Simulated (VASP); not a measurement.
BaTiO3: single point with r2SCAN

BaTiO3:

```
CELL_PARAMETERS angstrom
2.84005 1.63971 2.33143
-2.84005 1.63971 2.33143
0.00000 -3.27941 2.33143
ATOMIC_POSITIONS crystal
Ba 0.00279 0.00279 0.00279
Ti 0.51625 0.51625 0.51625
O 0.50405 0.50405 0.99446
O 0.48975 0.98016 0.48975
O 0.98016 0.48975 0.48975
```

This cell differs from its parent crystal: atom 3 (O) moved +0.100 Å along Cartesian [0 0 1].

* Program: VASP 6.6.1
* Task: single point
* Functional: r2SCAN
* Potentials or basis: VASP PAW PBE potentials, release 64 (Ba_sv, Ti_sv, O)
* Cutoff: 520 eV
* k mesh: 6 × 6 × 6
* Occupations: gaussian, width 0.05 eV
* Spin: no spin polarisation

- Pressure: 1.2 GPa
- Largest force: 0.650 eV/Å
- Band gap on the k mesh: 2.57 eV (least direct gap 2.93 eV)

Forces in eV/Å, atoms in the order of the input:
```
Ba   0.000 -0.013  0.071
Ti   0.000  0.099  0.002
O    0.000  0.090 -0.644
O   -0.212 -0.088  0.285
O    0.212 -0.088  0.285
```

Stress tensor (GPa, compression positive):
```
1.76 0.00 0.00
0.00 0.81 0.47
0.00 0.47 0.91
```

Levels at points of the mesh, in eV from the valence-band top:
| k point | band 17 | band 18 | band 19 | band 20 | band 21 | band 22 | band 23 | band 24 |
| --- | --- | --- | --- | --- | --- | --- | --- | --- |
| (0.00, 0.00, 0.00) | -1.11 | -0.54 | -0.44 | -0.36 | 2.57 | 2.67 | 2.84 | 4.55 |
| (0.50, 0.00, 0.00) | -1.78 | -1.67 | -0.92 | -0.84 | 2.76 | 4.02 | 4.13 | 4.55 |
| (0.00, 0.00, 0.50) | -1.58 | -1.53 | -1.07 | -0.94 | 2.90 | 4.07 | 4.10 | 4.64 |
| (0.50, 0.50, 0.00) | -1.69 | -0.88 | -0.86 | -0.15 | 4.04 | 4.10 | 4.45 | 5.23 |
| (0.50, 0.00, 0.50) | -1.72 | -0.96 | -0.90 | -0.09 | 4.11 | 4.14 | 4.48 | 5.26 |
| (0.50, 0.50, 0.50) | -2.40 | -0.08 | -0.02 | 0.00 | 4.60 | 4.73 | 4.73 | 7.11 |

It took 3.6 min on 1 thread of AMD EPYC 9R45 96-Core Processor (Zen 5), on a shared host, peak memory 0.23 GiB.

Caveat: the cell differs from its parent crystal (atom 3 (O) moved +0.100 Å along Cartesian [0 0 1]); the PAW data sets were made with another functional, which shifts forces and pressure a little; spin-orbit coupling is left out, which moves the levels of the heavy elements. A k mesh can miss the band edges.
